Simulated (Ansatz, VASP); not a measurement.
Zr: VASP beside Ansatz

File INCAR:

```
PREC = Accurate ; ENCUT = 520
EDIFF = 1E-7 ; ISMEAR = 0
SIGMA = 0.15 ; LREAL = False
LASPH = True ; NELM = 100
ALGO = Fast ; ISIF = 2
LWAVE = False ; LCHARG = False
GGA = PE ; NBANDS = 12
```

KPOINTS

```
regular mesh
0
Gamma
  18 18 18
```

Contents of POSCAR:

```
Zr
1.0
   -1.5817436637      2.1179279564      1.6621713076
    1.5817436637     -2.1179279564      1.6621713076
    1.5817436637      2.1179279564     -1.6621713076
Zr
1
Direct
    0.0000000000      0.0000000000      0.0000000000
```

Input for Ansatz:

```yaml
crystal:
  lattice:
    - [-1.5817436637, 2.1179279564, 1.6621713076]
    - [1.5817436637, -2.1179279564, 1.6621713076]
    - [1.5817436637, 2.1179279564, -1.6621713076]
  atoms:
    - { symbol: Zr, position: [0.0, 0.0, 0.0] }
basis:
  ecutwfc: 420
kpoints:
  mp_grid: { grid: [18, 18, 18] }
hamiltonian:
  xc: pbe
scf:
  occupations: { method: gaussian, width: 0.15 }
output:
  forces: true
  stress: true
  eigenvalues: true
```

Change from the starting cell: strain +e along x and -e along y -0.1500, strain +e along z and -e/2 along x and y -0.0700.

Alike in both runs: task single point; functional PBE; k mesh 18 × 18 × 18; occupations gaussian, width 0.15 eV; no spin polarisation.

|  | VASP | Ansatz |
| --- | --- | --- |
| version | VASP 6.6.1 | Ansatz 0.2.0 |
| potentials or method | VASP PAW PBE potentials, release 64 (Zr_sv), cutoff 520 eV | scalar-relativistic, plane waves, PAW |
| valence electrons in the cell | 12 | 12 |

|  | VASP | Ansatz | Ansatz less VASP |
| --- | --- | --- | --- |
| gap on the k mesh at the Fermi level (eV) | none | none | - |
| pressure (GPa) | 3.8 | 3.7 | -0.03 |
| traceless stress, the component that is largest in VASP (GPa) | -1.82 | -1.80 | +0.012 |

A gap of «none» marks a metal or a gap that the smearing closes.
